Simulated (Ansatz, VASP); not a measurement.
**Two plane-wave programs on HgTe**

```xyz
2
Lattice="0.0000 3.2178 3.2178 3.2178 0.0000 3.2178 3.2178 3.2178 0.0000" Properties=species:S:1:pos:R:3 pbc="T T T"
Hg    0.0000    0.0000    0.0000
Te    4.8267    4.8267    4.8267
```

Alike in both runs: functional LDA; k mesh 12 × 12 × 12; occupations fermi-dirac, width 0.15 eV; no spin polarisation.

Ansatz relaxed the structure, and its values are those at the end. VASP's run is a single point on that final structure, the one shown.

|  | VASP | Ansatz |
| --- | --- | --- |
| version | VASP 6.6.1 | Ansatz 0.2.0 |
| potentials or method | VASP PAW LDA potentials, release 64 (Hg, Te), cutoff 520 eV | scalar-relativistic, plane waves, PAW |
| valence electrons in the cell | 18 | 36 |

|  | VASP | Ansatz | Ansatz less VASP |
| --- | --- | --- | --- |
| gap on the k mesh at the Fermi level (eV) | none | none | - |
| pressure (GPa) | 0.3 | 0.0 | -0.27 |

LDA's correlation is that of Perdew and Zunger in VASP and of Perdew and Wang (1992) in Ansatz. A gap of «none» marks a metal or a gap that the smearing closes. VASP's potentials hold 18 valence electrons a cell and Ansatz's 36, so a difference there can come from the potentials and not from the codes.

Spin-orbit coupling is off throughout.
